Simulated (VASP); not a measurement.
Set up this calculation in VASP 6.6.1, as the native input.

* Task: single point
* Functional: HSE06
* Potentials or basis: VASP PAW PBE potentials, release 64 (Mg, S)
* Cutoff: 520 eV
* k mesh: 6 × 6 × 6
* Occupations: gaussian, width 0.01 eV
* Spin: no spin polarisation
* Dipole correction: no
* Grid for exact exchange (PRECFOCK): Normal
* Further INCAR settings: ALGO = Normal; EDIFF = 1e-06; NBANDS = 11
* Share of exact exchange: 0.25
* Screening parameter: 0.2079 1/Å

MgS:

```xyz
2
Lattice="-0.0094 2.8214 2.8214 2.8214 -0.0094 2.8214 2.8214 2.8214 -0.0094" Properties=species:S:1:pos:R:3 pbc="T T T"
Mg   -0.0018   -0.0018   -0.0018
S     1.4101    1.4101    1.4101
```

This cell differs from its parent crystal: strain along [111] -0.5%.

One way to write it, as run:

POSCAR

```
MgS
1.0
   -0.0094362561      2.8214405850      2.8214405850
    2.8214405850     -0.0094362561      2.8214405850
    2.8214405850      2.8214405850     -0.0094362561
Mg S
1 1
Direct
   -0.0003169902     -0.0003169902     -0.0003169902
    0.2503169902      0.2503169902      0.2503169902
```

INCAR.step1

```
  ALGO = Normal
  EDIFF = 1E-5
  ENCUT = 520
  GGA = PE
  ISIF = 2
  ISMEAR = 0
  LASPH = T
  LREAL = F
  LWAVE = T
  NBANDS = 11
  NELM = 100
  PREC = Accurate
  SIGMA = 0.01
```

INCAR.step2

```
  ALGO = Normal
  EDIFF = 1E-6
  ENCUT = 520
  GGA = PE
  HFSCREEN = 0.2079
  ISIF = 2
  ISMEAR = 0
  ISTART = 1
  LASPH = T
  LCHARG = T
  LELF = T
  LHFCALC = T
  LREAL = F
  LVHAR = T
  LWAVE = F
  NBANDS = 11
  NELM = 100
  PREC = Accurate
  PRECFOCK = Normal
  SIGMA = 0.01
```

KPOINTS

```
k-points
0
Gamma
  6 6 6
```

Potentials or basis: VASP PAW PBE potentials, release 64 (Mg, S).

The run is started by

```console
$ cat potpaw_PBE.64/Mg/POTCAR potpaw_PBE.64/S/POTCAR > POTCAR
$ cp INCAR.step1 INCAR
$ mpirun -np 1 vasp_std > vasp.out
$ cp INCAR.step2 INCAR
$ mpirun -np 1 vasp_std > vasp.out
```

It gave:

| Quantity | Value |
| --- | --- |
| Pressure | 0.2 GPa |
| Band gap on the k mesh | 4.52 eV |

Caveat: the cell differs from its parent crystal (strain along [111] -0.5%); the PAW data sets were made with another functional, which shifts forces and pressure a little.

It took 21 min on 1 thread of Intel(R) Xeon(R) Platinum 8259CL CPU @ 2.50GHz (Skylake/Cascade Lake), on a shared host, peak memory 0.3 GiB.
